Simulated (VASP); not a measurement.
Crystal: SnSe2.

```
Sn Se
1.0
     3.81100    0.00000    0.00000
    -1.90550    3.30042    0.00000
     0.00000    0.00000    6.13700
Sn Se
1 2
Direct
  0.00000 0.00000 0.00000
  0.33333 0.66667 0.25000
  0.66667 0.33333 0.75000
```

* Program: VASP 6.6.1
* Task: relaxation of cell and atoms
* Functional: PBE
* Potentials or basis: VASP PAW PBE potentials, release 64 (Sn_d, Se)
* Cutoff: 500 eV
* k mesh: 12 × 12 × 8
* Occupations: gaussian, width 0.02 eV
* Spin: no spin polarisation

At the start: pressure 5.4 GPa; volume 25.73 Å³/atom.

Task: How do energy, volume and symmetry change on relaxing?

Result: Over 25 steps the energy falls by 38.3 meV/atom and the volume is 29.93 Å³/atom (+16.3 %); space group P-3m1 (No. 164, to 0.1 Å) before and after.

Step by step:
| step | energy change (eV) | largest force (eV/Å) | pressure (GPa) | volume (Å³) |
| --- | --- | --- | --- | --- |
| 1 | 0.0000 | 0.7373 | 5.35 | 77.19 |
| 2 | -0.0383 | 0.6072 | -3.14 | 87.19 |
| 3 | -0.0978 | 0.0788 | 0.02 | 82.52 |
| 4 | -0.0978 | 0.0647 | 0.11 | 82.41 |
| 5 | -0.0989 | 0.0709 | 0.11 | 82.54 |
| 6 | -0.1016 | 0.0892 | 0.13 | 82.93 |
| 7 | -0.1042 | 0.1253 | 0.20 | 83.69 |
| 8 | -0.1052 | 0.1180 | 0.18 | 83.91 |
| 9 | -0.1077 | 0.0958 | 0.10 | 84.61 |
| 10 | -0.1112 | 0.0508 | -0.04 | 86.00 |
| 11 | -0.1117 | 0.0432 | -0.22 | 88.81 |
| 12 | -0.1125 | 0.0072 | -0.15 | 87.65 |
| 13 | -0.1136 | 0.0352 | 0.05 | 88.08 |
| 14 | -0.1139 | 0.0675 | 0.27 | 88.54 |
| 15 | -0.1146 | 0.0253 | 0.13 | 89.24 |
| 16 | -0.1147 | 0.0155 | 0.01 | 89.92 |
| 17 | -0.1148 | 0.0046 | 0.04 | 89.74 |
| 18 | -0.1148 | 0.0033 | 0.04 | 89.72 |
| 19 | -0.1148 | 0.0052 | 0.01 | 89.76 |
| 20 | -0.1148 | 0.0064 | -0.01 | 89.80 |
| 21 | -0.1148 | 0.0060 | -0.01 | 89.79 |
| 22 | -0.1148 | 0.0027 | 0.00 | 89.78 |
| 23 | -0.1148 | 0.0020 | 0.00 | 89.78 |
| 24 | -0.1148 | 0.0009 | 0.01 | 89.78 |
| 25 | -0.1148 | 0.0014 | 0.01 | 89.78 |

Final structure:
```
Sn Se
1.0
     3.87315    0.00000    0.00000
    -1.93658    3.35425    0.00000
     0.00000    0.00000    6.91048
Sn Se
1 2
Direct
  0.00000 0.00000 0.00000
  0.33333 0.66667 0.23089
  0.66667 0.33333 0.76911
```

Caveat: the volume moved by over 15 % at a fixed basis, so the end points are rough; this functional lacks dispersion, which binds layers or chains, so the pressure and a relaxed spacing across them are unreliable.
